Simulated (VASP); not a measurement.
# Ti: single point with PBE

Ti:

```
Ti
1.0
     0.00000    2.03000    2.03000
     2.03000    0.00000    2.03000
     2.03000    2.03000    0.00000
Ti
1
Cartesian
  0.0000 0.0000 0.0000
```

| Property | Result |
| --- | --- |
| Program | VASP 6.6.1 |
| Task | single point |
| Functional | PBE |
| Potentials or basis | VASP PAW PBE potentials, release 64 (Ti_sv) |
| Cutoff | 520 eV |
| k mesh | 6 × 6 × 6 |
| Occupations | fermi-dirac, width 0.00861733 eV |
| Spin | no spin polarisation |

| Property | Result |
| --- | --- |
| Pressure | 5.1 GPa |
| Band gap on the k mesh | zero (band 6 reaches 9.50 eV, above the bottom of band 7 at 8.54 eV) |

Levels at points of the mesh, in eV from the Fermi level:
```csv
k point,band 3,band 4,band 5,band 6,band 7,band 8,band 9,band 10
"(0.00, 0.00, 0.00)",-32.48,-32.48,-6.18,0.89,0.89,0.89,2.60,2.60
"(0.50, 0.00, 0.00)",-32.57,-32.57,-2.67,0.73,0.77,0.77,3.72,3.72
"(0.50, 0.50, 0.00)",-32.74,-32.74,-2.70,-1.81,3.02,3.72,4.01,4.01
```

Run time: 11 s on 1 thread of Intel Xeon 6975P-C, on a shared host, peak memory 0.13 GiB.

Caveat: the k points lie up to 0.45 Å⁻¹ apart.
